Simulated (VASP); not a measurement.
A run of VASP 6.6.1:

Contents of INCAR:

```
SYSTEM = Pt2Cl
PREC = Accurate
ENCUT = 520
EDIFF = 1E-6
ISMEAR = 0
SIGMA = 0.2
LREAL = .FALSE.
LASPH = .TRUE.
NELM = 100
ALGO = Normal
ISIF = 2
LWAVE = .FALSE.
LCHARG = .FALSE.
GGA = PE
NBANDS = 20
```

KPOINTS

```
Automatic mesh
0
G
  6 6 3
  0 0 0
```

POSCAR

```
Pt2Cl
1.0
    2.8118458757      0.0000000000      0.0000000000
   -1.4059229378      2.4351299599      0.0000000000
    0.0000000000      0.0000000000      7.3881808978
Pt Cl
2 1
Direct
    0.0000000000      0.0000000000      0.3284575545
    0.0000000000      0.0000000000      0.6715424455
    0.0000000000      0.0000000000      0.0000000000
```

Potentials or basis: VASP PAW PBE potentials, release 64 (Pt, Cl).

Launch:

```console
$ cat potpaw_PBE.64/Pt/POTCAR potpaw_PBE.64/Cl/POTCAR > POTCAR
$ mpirun -np 1 vasp_std > vasp.out
```

Hardware: 1 thread of Oxide Virtual Turin-like Processor (shared host).

Q: How long does it take, and how much memory?

A: Wall time 13 s on 1 thread of Oxide Virtual Turin-like Processor (shared host), peak memory 0.15 GiB. Counts: scf iterations 13, k points 14.
